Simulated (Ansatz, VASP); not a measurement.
## Two plane-wave programs on Rb2CdSe2O6

```
CELL_PARAMETERS angstrom
2.87822 1.66174 6.57262
-2.87822 1.66174 6.57262
0.00000 -3.32349 6.57262
ATOMIC_POSITIONS crystal
Rb 0.80327 0.80327 0.80327
Rb 0.19673 0.19673 0.19673
Cd 0.00000 0.00000 0.00000
Se 0.62683 0.62683 0.62683
Se 0.37317 0.37317 0.37317
O 0.74495 0.28116 0.74495
O 0.74495 0.74495 0.28116
O 0.28116 0.74495 0.74495
O 0.25505 0.71884 0.25505
O 0.71884 0.25505 0.25505
O 0.25505 0.25505 0.71884
```

Alike in both runs: task single point; functional r2SCAN; k mesh 6 × 6 × 6; no spin polarisation.

|  | VASP | Ansatz |
| --- | --- | --- |
| version | VASP 6.6.1 | Ansatz 0.2.0 |
| potentials or method | VASP PAW PBE potentials, release 64 (Rb_sv, Cd, Se, O) | plane waves, PAW |
| plane-wave cutoff (eV) | 520 | 500 |
| occupations | gaussian, width 0.01 eV | fixed |
| valence electrons in the cell | 78 | 106 |

Ansatz gave:

```
gap on the k mesh at the Fermi level (eV)                     : 4.46
pressure (GPa)                                                : 0.0
traceless stress, the component that is largest in VASP (GPa) : 0.00
rms of the force components (eV/Å)                            : 0.000
```

Task: What did VASP give for the same quantities?

Result: gap on the k mesh at the Fermi level (eV): 4.44; pressure (GPa): 0.8; traceless stress, the component that is largest in VASP (GPa): -0.28; rms of the force components (eV/Å): 0.112.

VASP's potentials were made for PBE, not for r2SCAN. Atom by atom the forces differ by 0.113 eV/Å (rms over components). VASP's potentials hold 78 valence electrons a cell and Ansatz's 106, so a difference there can come from the potentials and not from the codes.
